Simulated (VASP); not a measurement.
Here is a VASP 6.6.1 calculation.

File POSCAR:

```
W
1.0
    2.7407020000      0.0000000000      0.0000000000
   -0.9135673047      2.5839586360      0.0000000000
   -0.9135673047     -1.2919792573      2.2377738561
W
1
Direct
    0.0000000000      0.0000000000      0.0000000000
```

Contents of INCAR.step1:

```
ALGO = Normal
EDIFF = 1E-4
ENCUT = 520
GGA = PE
ISMEAR = -1
LASPH = T
LCHARG = F
LREAL = F
LWAVE = T
NBANDS = 13
NELM = 80
PREC = Accurate
SIGMA = 0.1
```

Contents of INCAR.step2:

```
ALGO = Normal
EDIFF = 1E-6
ENCUT = 520
ISIF = 2
ISMEAR = -1
ISTART = 1
LASPH = T
LCHARG = F
LMIXTAU = T
LREAL = F
LWAVE = F
METAGGA = R2SCAN
NBANDS = 13
NELM = 80
PREC = Accurate
SIGMA = 0.1
```

File KPOINTS:

```
k-points
0
Gamma
  10 10 10
```

Potentials or basis: VASP PAW PBE potentials, release 64 (W_sv).

Run with:

```bash
$ cat potpaw_PBE.64/W_sv/POTCAR > POTCAR
$ cp INCAR.step1 INCAR
$ mpirun -np 1 vasp_std > vasp.out
$ cp INCAR.step2 INCAR
$ mpirun -np 1 vasp_std > vasp.out
```

Question: Predict the band gap on the k mesh.

Answer: Zero (band 7 reaches 16.63 eV, above the bottom of band 8 at 10.01 eV).

Question: What does it give for the pressure?

Answer: 2.6 GPa.

Caveat: the PAW data sets were made with another functional, which shifts forces and pressure a little; spin-orbit coupling is left out, which moves the levels of the heavy elements.
